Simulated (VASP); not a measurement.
# Sb (R-3m) in VASP: a series of runs

Runs on Sb. Level: PBE. Tasks: single point.

All numbers are computed with VASP 6.6.1; they aren't measurements. Logs are shortened: lines on timing, memory, paths and dates and some standing lists are left out, and cuts for length are marked.

## 1. The cell of the first run

Symmetry: R-3m, No. 166, trigonal system. Conventional cell: a = 3.309 Å, b = 3.309 Å, c = 7.745 Å, α = 90.00°, β = 90.00°, γ = 120.00°. Sb (site symmetry -3m) has 12 Sb at 3.21 to 3.31 Å within 4.2 Å.

## 2. Single point, PBE (equal xy, yz and zx shear strains of -3 %)

INCAR

```
SYSTEM = Sb
ALGO = Normal
EDIFF = 1E-6
ENCUT = 520
GGA = PE
ISIF = 2
ISMEAR = -1
LASPH = .True.
LCHARG = .False.
LREAL = .False.
LWAVE = .False.
NBANDS = 8
NELM = 60
PREC = Accurate
SIGMA = 0.05
```

KPOINTS

```
k-points
0
Gamma
  12 12 12
  0 0 0
```

POSCAR

```
Sb
1.0
   -0.0691500000      2.2704250000      2.2704250000
    2.2704250000     -0.0691500000      2.2704250000
    2.2704250000      2.2704250000     -0.0691500000
Sb
1
Direct
    0.0000000000      0.0000000000      0.0000000000
```

Potentials or basis: VASP PAW PBE potentials, release 64 (Sb).

Launch:

```sh
cat potpaw_PBE.64/Sb/POTCAR > POTCAR
mpirun -np 1 vasp_std > vasp.out
```

OUTCAR:

```text
SYSTEM = Sb
   EDIFF = 1E-6
   ENCUT = 520
   GGA = PE
   ISIF = 2
   ISMEAR = -1
   LASPH = .True.
   LREAL = .False.
   NELM = 60
   PREC = Accurate

 ion  position               nearest neighbor table
   1  0.000  0.000  0.000-

  LATTYP: Found a trigonal (rhomboedric) cell.
 ALAT       =     3.2116103568
 COS(alpha) =     0.4693254694

  Lattice vectors:

 A1 = (  -0.0691500000,   2.2704250000,   2.2704250000)
 A2 = (   2.2704250000,  -0.0691500000,   2.2704250000)
 A3 = (   2.2704250000,   2.2704250000,  -0.0691500000)

Analysis of symmetry for initial positions (statically):
=====================================================================
 Subroutine PRICEL returns:
 Original cell was already a primitive cell.

 Routine SETGRP: Setting up the symmetry group for a
 trigonal (rhombohedral) supercell.

 Subroutine GETGRP returns: Found 12 space group operations
 (whereof 12 operations were pure point group operations)
 out of a pool of 12 trial point group operations.

The static configuration has the point symmetry D_3d.

Analysis of symmetry for dynamics (positions and initial velocities):
=====================================================================
 Subroutine PRICEL returns:
 Original cell was already a primitive cell.

 Routine SETGRP: Setting up the symmetry group for a
 trigonal (rhombohedral) supercell.

 Subroutine GETGRP returns: Found 12 space group operations
 (whereof 12 operations were pure point group operations)
 out of a pool of 12 trial point group operations.

The dynamic configuration has the point symmetry D_3d.

 Subroutine INISYM returns: Found 12 space group operations
 (whereof 12 operations are pure point group operations),
 and found     1 'primitive' translations

----------------------------------------------------------------------------------------

                                     Primitive cell

  volume of cell :      24.4763

  direct lattice vectors                    reciprocal lattice vectors
    -0.069150000  2.270425000  2.270425000    -0.210409173  0.217018885  0.217018885
     2.270425000 -0.069150000  2.270425000     0.217018885 -0.210409173  0.217018885
     2.270425000  2.270425000 -0.069150000     0.217018885  0.217018885 -0.210409173

  length of vectors
     3.211610357  3.211610357  3.211610357     0.372110754  0.372110754  0.372110754

  position of ions in fractional coordinates (direct lattice)
     0.000000000  0.000000000  0.000000000

  ion indices of the primitive-cell ions
   primitive index   ion index
                 1           1

----------------------------------------------------------------------------------------

 KPOINTS: k-points

Automatic generation of k-mesh.
 Grid dimensions read from file:
 generate k-points for:   12   12   12

 Generating k-lattice:

  Cartesian coordinates                     Fractional coordinates (reciprocal lattice)
    -0.017534098  0.018084907  0.018084907     0.083333333  0.000000000 -0.000000000
     0.018084907 -0.017534098  0.018084907     0.000000000  0.083333333 -0.000000000
     0.018084907  0.018084907 -0.017534098     0.000000000  0.000000000  0.083333333

  Length of vectors
     0.031009230  0.031009230  0.031009230

  Shift w.r.t. Gamma in fractional coordinates (k-lattice)
     0.000000000  0.000000000  0.000000000

 Subroutine IBZKPT returns following result:
 ===========================================

 Found    189 irreducible k-points:

 Following reciprocal coordinates:
            Coordinates               Weight
  0.000000  0.000000  0.000000      1.000000
  0.083333 -0.000000 -0.000000      6.000000
  0.166667 -0.000000 -0.000000      6.000000
  0.250000  0.000000  0.000000      6.000000
  0.333333 -0.000000 -0.000000      6.000000
  0.416667  0.000000 -0.000000      6.000000
[... 16 lines left out ...]
  0.500000  0.166667 -0.000000     12.000000
 -0.416667  0.166667  0.000000     12.000000
 [... further k-points ...]
   k-points           NKPTS =    189   k-points in BZ     NKDIM =    189   number of bands    NBANDS=      8
   number of dos      NEDOS =    301   number of ions     NIONS =      1
   total plane-waves  NPLWV =  13824
   dimension x,y,z NGX =    24 NGY =   24 NGZ =   24
   dimension x,y,z NGXF=    48 NGYF=   48 NGZF=   48
   ions per type =               1
   NGX,Y,Z   is equivalent  to a cutoff of  12.42, 12.42, 12.42 a.u.
   NGXF,Y,Z  is equivalent  to a cutoff of  24.85, 24.85, 24.85 a.u.
 SYSTEM =  Sb
   PREC   = accura    normal or accurate (medium, high low for compatibility)
   ISTART =      0    job   : 0-new  1-cont  2-samecut
   ICHARG =      2    charge: 1-file 2-atom 10-const
   ISPIN  =      1    spin polarized calculation?
   LNONCOLLINEAR =      F non collinear calculations
   LSORBIT =      F    spin-orbit coupling
   LASPH  =      T    aspherical Exc in radial PAW
   ENCUT  =  520.0 eV  38.22 Ry    6.18 a.u.   5.97  5.97  5.97*2*pi/ulx,y,z
   NELM   =     60;   NELMIN=  2; NELMDL= -5     # of ELM steps
   EDIFF  = 0.1E-05   stopping-criterion for ELM
   LREAL  =      F    real-space projection
   EDIFFG = 0.1E-04   stopping-criterion for IOM
   NSW    =      0    number of steps for IOM
   IBRION =     -1    ionic relax: 0-MD 1-quasi-New 2-CG
   NFREE  =      0    steps in history (QN), initial steepest desc. (CG)
   ISIF   =      2    stress and relaxation
   ISYM   =      2    0-nonsym 1-usesym 2-fastsym
   POTIM  = 0.5000    time-step for ionic-motion
   TEBEG  =    0.0;   TEEND  =   0.0 temperature during run
   PSTRESS=    0.0 pullay stress
   NELECT =       5.0000    total number of electrons
   NUPDOWN=      -1.0000    fix difference up-down
   EMIN   =  10.00;   EMAX   =-10.00  energy-range for DOS
   EFERMI =   0.00;   METHOD = LEGACY
   ISMEAR =    -1;   SIGMA  =   0.05  broadening in eV -4-tet -1-fermi 0-gaus
   EFERMI_NEDOS =   21; number of points for ismear=-14 and -15
   IALGO  =     38    algorithm
   IMIX   =      4    mixing-type and parameters
     AMIX     =   0.40;   BMIX     =  1.00
     AMIX_MAG =   1.60;   BMIX_MAG =  1.00
  volume/ion in A,a.u.               =      24.48       165.17
  Fermi-wavevector in a.u.,A,eV,Ry     =   0.964160  1.821999 12.648048  0.929605
  Thomas-Fermi vector in A             =   2.093768
   LORBIT       =      0    0 simple, 1 ext, 2 COOP (PROOUT), +10 PAW based schemes
   GGA     = PE    functional components
   LHFCALC =     F    Hartree Fock is set to
   AEXX    =    0.0000 exact exchange contribution
   IVDW    =     0    specifies the selected vdW correction
   LEPSILON=     F    determine dielectric tensor
   LRPA    =     F    only Hartree local field effects (RPA)
 non-spin polarized calculation
  energy-cutoff  :      520.00
  volume of cell :       24.48
 maximum number of plane-waves:       671
   NGX = 11   NGY = 11   NGZ = 11

 number of electron       5.0000000 magnetization

 Free energy of the ion-electron system (eV)
  ---------------------------------------------------
  ext. energy  EPLUGINS =         0.00000000
  ---------------------------------------------------
  free energy    TOTEN  =        -3.74562998 eV

  energy without entropy =       -3.73966410  energy(sigma->0) =       -3.74264704

 E-fermi :   9.8794     XC(G=0): -10.6540

 val. band max:        9.8618090826   @ k =   0.4167   0.2500   0.1667
 cond. band min:       9.8815012450   @ k =  -0.3333  -0.4167   0.0833
 fundamental gap:      0.0196921625
 Fermi energy:         9.8794011857

 k-point     1 :       0.0000    0.0000    0.0000
  band No.  band energies     occupation
      1      -3.8932      2.00000
      2      15.5459      0.00000
      3      15.5459      0.00000
      4      16.4399      0.00000
      5      19.7544      0.00000
      6      19.7544      0.00000
      7      20.2085      0.00000
      8      20.6409      0.00000

 k-point     2 :       0.0833   -0.0000   -0.0000
  band No.  band energies     occupation
      1      -3.7463      2.00000
      2      14.1519      0.00000
      3      15.3680      0.00000
      4      16.0882      0.00000
      5      19.2733      0.00000
      6      20.0674      0.00000
      7      20.7784      0.00000
      8      22.0820      0.00000

 k-point     3 :       0.1667   -0.0000   -0.0000
  band No.  band energies     occupation
      1      -3.3071      2.00000
      2      11.5170      0.00000
      3      14.9758      0.00000
      4      15.5717      0.00000
      5      18.9127      0.00000
      6      20.6487      0.00000
      7      21.3822      0.00000
      8      22.5006      0.00000

 k-point     4 :       0.2500    0.0000    0.0000
  band No.  band energies     occupation
      1      -2.5826      2.00000
      2       8.8415      2.00000
      3      14.5699      0.00000
      4      15.0497      0.00000
      5      18.6777      0.00000
      6      20.3443      0.00000
      7      20.9637      0.00000
      8      21.8123      0.00000

 k-point     5 :       0.3333   -0.0000   -0.0000
  band No.  band energies     occupation
      1      -1.5971      2.00000
      2       6.3951      2.00000
      3      14.2505      0.00000
      4      14.6243      0.00000
      5      18.6043      0.00000
      6      19.6251      0.00000
      7      20.2904      0.00000
      8      20.7814      0.00000

 k-point     6 :       0.4167    0.0000   -0.0000
  band No.  band energies     occupation
      1      -0.4537      2.00000
      2       4.3555      2.00000
      3      14.0533      0.00000
      4      14.3506      0.00000
      5      18.6877      0.00000
      6      19.1231      0.00000
      7      19.8315      0.00000
      8      20.0319      0.00000

 k-point     7 :       0.5000    0.0000    0.0000
  band No.  band energies     occupation
      1       0.2635      2.00000
      2       3.3367      2.00000
      3      13.9873      0.00000
      4      14.2565      0.00000
      5      18.7923      0.00000
      6      18.9485      0.00000
      7      19.6152      0.00000
      8      19.7631      0.00000

 k-point     8 :       0.0833    0.0833   -0.0000
  band No.  band energies     occupation
      1      -3.6925      2.00000
      2      14.6710      0.00000
      3      14.8269      0.00000
      4      15.5465      0.00000
      5      18.4514      0.00000
      6      20.8134      0.00000
      7      21.1099      0.00000
      8      21.9485      0.00000

 k-point     9 :       0.1667    0.0833   -0.0000
  band No.  band energies     occupation
      1      -3.3456      2.00000
      2      12.4295      0.00000
      3      14.4837      0.00000
      4      15.2734      0.00000
      5      18.1913      0.00000
      6      20.5777      0.00000
      7      20.9676      0.00000
      8      22.0908      0.00000

 k-point    10 :       0.2500    0.0833   -0.0000
  band No.  band energies     occupation
      1      -2.7105      2.00000
      2       9.7602      1.83130
      3      13.9964      0.00000
      4      14.8359      0.00000
      5      18.3695      0.00000
      6      19.8534      0.00000
      7      21.1092      0.00000
      8      22.0943      0.00000
[... 78 lines left out ...]
 k-point    18 :      -0.0833    0.0833    0.0000
  band No.  band energies     occupation
      1      -3.5067      2.00000
      2      13.1513      0.00000
      3      13.8444      0.00000
      4      16.1119      0.00000
      5      19.4638      0.00000
      6      20.3244      0.00000
      7      21.5447      0.00000
      8      22.4044      0.00000

 k-point    19 :       0.1667    0.1667   -0.0000
  band No.  band energies     occupation
      1      -3.0912      2.00000
      2      13.1557      0.00000
      3      13.2761      0.00000
      4      13.9195      0.00000
      5      16.9950      0.00000
      6      18.9689      0.00000
      7      22.8373      0.00000
      8      23.0605      0.00000

 k-point    20 :       0.2500    0.1667   -0.0000
  band No.  band energies     occupation
      1      -2.5472      2.00000
      2      10.7773      0.00000
      3      13.0965      0.00000
      4      13.4509      0.00000
      5      16.9445      0.00000
      6      17.9794      0.00000
      7      23.0857      0.00000
      8      23.6418      0.00000

 k-point    21 :       0.3333    0.1667   -0.0000
  band No.  band energies     occupation
      1      -1.7255      2.00000
      2       8.2865      2.00000
      3      12.5824      0.00000
      4      12.8763      0.00000
      5      16.8391      0.00000
      6      18.6572      0.00000
      7      22.9112      0.00000
      8      22.9564      0.00000

 k-point    22 :       0.4167    0.1667   -0.0000
  band No.  band energies     occupation
      1      -0.6691      2.00000
      2       6.0368      2.00000
      3      11.7585      0.00000
      4      12.7062      0.00000
      5      16.5959      0.00000
      6      20.2828      0.00000
      7      22.0915      0.00000
      8      22.8711      0.00000

 k-point    23 :       0.5000    0.1667   -0.0000
  band No.  band energies     occupation
      1       0.4220      2.00000
      2       4.3034      2.00000
      3      10.9955      0.00000
      4      12.8617      0.00000
      5      16.6376      0.00000
      6      21.1921      0.00000
      7      21.7803      0.00000
      8      23.3191      0.00000

 k-point    24 :      -0.4167    0.1667    0.0000
  band No.  band energies     occupation
      1       0.6170      2.00000
      2       4.0446      2.00000
      3      10.4430      0.00003
      4      13.2921      0.00000
      5      16.9670      0.00000
      6      20.8121      0.00000
      7      21.7478      0.00000
      8      24.1698      0.00000

 [... further k-points ...]
[... 5 lines left out ...]
  --------------------------------------------------------------------------------------
  -------------------------------------------------------------------------------------
  Total        1.4017045      1.4017045      1.4017045      0.0625849      0.0625849      0.0625849
  in kB       91.7530379     91.7530379     91.7530379      4.0966912      4.0966912      4.0966912
  external PRESSURE =      91.7530379 kB  Pullay stress =       0.0000000 kB

 VOLUME and BASIS-vectors are now :
 -----------------------------------------------------------------------------
  energy-cutoff  :      520.00
  volume of cell :       24.48
      direct lattice vectors                 reciprocal lattice vectors
    -0.069150000  2.270425000  2.270425000    -0.210409173  0.217018885  0.217018885
     2.270425000 -0.069150000  2.270425000     0.217018885 -0.210409173  0.217018885
     2.270425000  2.270425000 -0.069150000     0.217018885  0.217018885 -0.210409173

 POSITION                                       TOTAL-FORCE (eV/Angst)
 -----------------------------------------------------------------------------------
      0.00000      0.00000      0.00000         0.000000     -0.000000      0.000000
 -----------------------------------------------------------------------------------
    total drift:                                0.000000      0.000000      0.000000

  FREE ENERGIE OF THE ION-ELECTRON SYSTEM (eV)
  ---------------------------------------------------
  free  energy   TOTEN  =        -3.7456299813 eV

  energy  without entropy=       -3.7396641013  energy(sigma->0) =       -3.74264704
```

It took 7.5 s on 1 thread of Intel Xeon 6975P-C (Granite Rapids), shared host; peak memory 0.16 GiB.

What came out:

```yaml
Free_energy: -3.7456 eV
Pressure: 9.2 GPa
```

Stress tensor (GPa, compression positive):
```
9.18 0.41 0.41
0.41 9.18 0.41
0.41 0.41 9.18
```

Caveat: the cell differs from its parent crystal (equal xy, yz and zx shear strains of -3 %); spin-orbit coupling is left out, which moves the levels of the heavy elements.

## 3. Single point, PBE (equal xy, yz and zx shear strains of -1 %)

INCAR

```
ALGO = Normal
EDIFF = 1E-7
ENCUT = 520
GGA = PE
ISIF = 2
ISMEAR = -1
LASPH = T
LCHARG = F
LREAL = F
LWAVE = F
NBANDS = 8
NELM = 100
PREC = Accurate
SIGMA = 0.05
```

KPOINTS

```
k-points
0
Gamma
  12 12 12
```

POSCAR

```
Sb
1.0
   -0.0230500000      2.2934750000      2.2934750000
    2.2934750000     -0.0230500000      2.2934750000
    2.2934750000      2.2934750000     -0.0230500000
Sb
1
Direct
    0.0000000000      0.0000000000      0.0000000000
```

Potentials or basis: VASP PAW PBE potentials, release 64 (Sb).

Launch:

```sh
cat potpaw_PBE.64/Sb/POTCAR > POTCAR
mpirun -np 1 vasp_std > vasp.out
```

OUTCAR:

```text
EDIFF = 1E-7
   ENCUT = 520
   GGA = PE
   ISIF = 2
   ISMEAR = -1
   LASPH = T
   LREAL = F
   NELM = 100
   PREC = Accurate

 ion  position               nearest neighbor table
   1  0.000  0.000  0.000-

  LATTYP: Found a trigonal (rhomboedric) cell.
 ALAT       =     3.2435453525
 COS(alpha) =     0.4899250057

  Lattice vectors:

 A1 = (  -0.0230500000,   2.2934750000,   2.2934750000)
 A2 = (   2.2934750000,  -0.0230500000,   2.2934750000)
 A3 = (   2.2934750000,   2.2934750000,  -0.0230500000)

[... 440 lines left out ...]
      8      24.2089      0.00000

 [... further k-points ...]

------------------------ aborting loop because EDIFF is reached ----------------------------------------

  FORCE on cell =-STRESS in cart. coord.  units (eV):
  Direction    XX          YY          ZZ          XY          YZ          ZX
  --------------------------------------------------------------------------------------
  -------------------------------------------------------------------------------------
  Total        1.3252528      1.3252528      1.3252528      0.0323986      0.0323986      0.0323986
  in kB       86.6960275     86.6960275     86.6960275      2.1194671      2.1194671      2.1194671
  external PRESSURE =      86.6960275 kB  Pullay stress =       0.0000000 kB

 VOLUME and BASIS-vectors are now :
 -----------------------------------------------------------------------------
  energy-cutoff  :      520.00
  volume of cell :       24.49
      direct lattice vectors                 reciprocal lattice vectors
    -0.023050000  2.293475000  2.293475000    -0.214750433  0.216930641  0.216930641
     2.293475000 -0.023050000  2.293475000     0.216930641 -0.214750433  0.216930641
     2.293475000  2.293475000 -0.023050000     0.216930641  0.216930641 -0.214750433

 POSITION                                       TOTAL-FORCE (eV/Angst)
 -----------------------------------------------------------------------------------
      0.00000      0.00000      0.00000         0.000000     -0.000000      0.000000
 -----------------------------------------------------------------------------------
    total drift:                                0.000000      0.000000      0.000000

  FREE ENERGIE OF THE ION-ELECTRON SYSTEM (eV)
  ---------------------------------------------------
  free  energy   TOTEN  =        -3.7495230843 eV

  energy  without entropy=       -3.7431271943  energy(sigma->0) =       -3.74632514
```

OSZICAR:

```text
N       E                     dE             d eps       ncg     rms          rms(c)
DAV:   1     0.488083813401E+01    0.48808E+01   -0.17135E+03  3056   0.415E+02
DAV:   2    -0.366747464758E+01   -0.85483E+01   -0.82728E+01  4304   0.527E+01
DAV:   3    -0.375453070826E+01   -0.87056E-01   -0.86835E-01  3640   0.596E+00
DAV:   4    -0.375473302353E+01   -0.20232E-03   -0.20231E-03  4736   0.347E-01
DAV:   5    -0.375473331947E+01   -0.29594E-06   -0.29586E-06  3816   0.909E-03    0.203E+00
DAV:   6    -0.375144744306E+01    0.32859E-02   -0.11414E-03  3920   0.185E-01    0.117E+00
DAV:   7    -0.374952198861E+01    0.19255E-02   -0.25522E-03  3432   0.276E-01    0.437E-02
DAV:   8    -0.374952337741E+01   -0.13888E-05   -0.32857E-05  4496   0.457E-02    0.664E-03
DAV:   9    -0.374952350023E+01   -0.12282E-06   -0.53403E-07  4168   0.571E-03    0.113E-03
DAV:  10    -0.374952324783E+01    0.25240E-06   -0.24087E-08  4048   0.917E-04    0.117E-03
DAV:  11    -0.374952306425E+01    0.18357E-06   -0.95995E-10  2040   0.267E-04    0.776E-05
DAV:  12    -0.374952308433E+01   -0.20079E-07   -0.13279E-10  1856   0.774E-05
   1 F= -.37495231E+01 E0= -.37463251E+01  d E =-.639589E-02
```

stdout:

```text
POSCAR found type information on POSCAR Sb
 POSCAR found :  1 types and       1 ions
 scaLAPACK will be used
 LDA part: xc-table for (Slater+PW92), standard interpolation
 POSCAR, INCAR and KPOINTS ok, starting setup
 FFT: planning ... GRIDC
 FFT: planning ... GRID_SOFT
 FFT: planning ... GRID
 WAVECAR not read
 entering main loop
```

Run time: 8.9 s. Hardware: 1 thread of Intel Xeon 6975P-C (Granite Rapids), shared host; peak memory 0.16 GiB.

Results:

| Item | Value |
| --- | --- |
| Free energy | -3.7495 eV |
| Pressure | 8.7 GPa |

Stress tensor (GPa, compression positive):
```
8.67 0.21 0.21
0.21 8.67 0.21
0.21 0.21 8.67
```

Caveat: the cell differs from its parent crystal (equal xy, yz and zx shear strains of -1 %); spin-orbit coupling is left out, which moves the levels of the heavy elements.

[end of part 1 of 2]
